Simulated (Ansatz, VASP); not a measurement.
# Cu in VASP and in Ansatz

File INCAR:

```
PREC = Accurate
ENCUT = 520
EDIFF = 1E-6
ISMEAR = 0
SIGMA = 0.1
LREAL = False
LASPH = True
NELM = 80
ALGO = Fast
ISIF = 2
LWAVE = False
LCHARG = False
LDIPOL = True
IDIPOL = 3
DIPOL = 0.5 0.5 0.500
GGA = PE
NBANDS = 42
```

KPOINTS

```
regular mesh
0
Gamma
  15 15 1
```

File POSCAR:

```
Cu
1.0
    2.5680103728      0.0000000000      0.0000000000
   -1.2840051864      2.2239622200      0.0000000000
    0.0000000000      0.0000000000     25.4838203944
Cu
6
Direct
    0.6666666667      0.3333333333      0.2943043815
    0.3333333333      0.6666666667      0.3765826289
    0.6666666667      0.3333333333      0.4588608763
    0.3333333333      0.6666666667      0.5411391237
    0.6666666667      0.3333333333      0.6234173711
    0.3333333333      0.6666666667      0.7056956185
```

Input for Ansatz:

```yaml
crystal:
  lattice:
    - [2.5680103728, 0.0, 0.0]
    - [-1.2840051864, 2.22396222, 0.0]
    - [0.0, 0.0, 25.4838203944]
  atoms:
    - { symbol: Cu, position: [0.6666666667, 0.3333333333, 0.2943043815] }
    - { symbol: Cu, position: [0.3333333333, 0.6666666667, 0.3765826289] }
    - { symbol: Cu, position: [0.6666666667, 0.3333333333, 0.4588608763] }
    - { symbol: Cu, position: [0.3333333333, 0.6666666667, 0.5411391237] }
    - { symbol: Cu, position: [0.6666666667, 0.3333333333, 0.6234173711] }
    - { symbol: Cu, position: [0.3333333333, 0.6666666667, 0.7056956185] }
basis:
  ecutwfc: 420
kpoints:
  mp_grid: { grid: [15, 15, 1] }
hamiltonian:
  xc: pbe
scf:
  occupations: { method: gaussian, width: 0.1 }
output:
  forces: true
  stress: true
  eigenvalues: true
  write_density: true
  write_potential: true
  elf: true
  volumetric_format: npy
efield:
  axis: 3
  dipole_correction: true
  ramp_width: 0.04
```

Alike in both runs: task single point; functional PBE; k mesh 15 × 15 × 1; occupations gaussian, width 0.1 eV; no spin polarisation.

```csv
,VASP,Ansatz
version,VASP 6.6.1,Ansatz 0.2.0
potentials or method,"VASP PAW PBE potentials, release 64 (Cu), cutoff 520 eV","scalar-relativistic, plane waves, PAW"
valence electrons in the cell,66,114
```

Ansatz gave:

* gap on the k mesh at the Fermi level (eV): none
* rms of the force components (eV/Å): 0.031

Q: What did VASP give for the same quantities?

A: gap on the k mesh at the Fermi level (eV): none; rms of the force components (eV/Å): 0.029.

Atom by atom the forces differ by 0.006 eV/Å (rms over components). A gap of «none» marks a metal or a gap that the smearing closes. VASP's potentials hold 66 valence electrons a cell and Ansatz's 114, so a difference there can come from the potentials and not from the codes. Ansatz's warnings: xc potential rough in thin density.
